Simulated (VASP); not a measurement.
**Ta: single point with r2SCAN**

Ta:

```
CELL_PARAMETERS angstrom
-1.65336 1.65336 1.65336
1.65336 -1.65336 1.65336
1.65336 1.65336 -1.65336
ATOMIC_POSITIONS crystal
Ta 0.00000 0.00000 0.00000
```

```
Program             : VASP 6.6.1
Task                : single point
Functional          : r2SCAN
Potentials or basis : VASP PAW PBE potentials, release 64 (Ta_pv)
Cutoff              : 520 eV
k mesh              : 13 × 13 × 13
Occupations         : gaussian, width 0.1 eV
Spin                : no spin polarisation
```

| Property | Result |
| --- | --- |
| Pressure | 0.7 GPa |
| Band gap on the k mesh | zero (an odd number of electrons rules out a gap without spin polarisation) |

Levels at points of the mesh, in eV from the Fermi level:
| k point | band 2 | band 3 | band 4 | band 5 | band 6 | band 7 | band 8 | band 9 |
| --- | --- | --- | --- | --- | --- | --- | --- | --- |
| (0.00, 0.00, 0.00) | -34.22 | -34.22 | -8.30 | 0.86 | 0.86 | 0.86 | 4.34 | 4.34 |

Wall time 53 s on 1 thread of AMD EPYC 9R45 (Zen 5), on a shared host, peak memory 0.12 GiB.

Caveat: the PAW data sets were made with another functional, which shifts forces and pressure a little; spin-orbit coupling is left out, which moves the levels of the heavy elements.
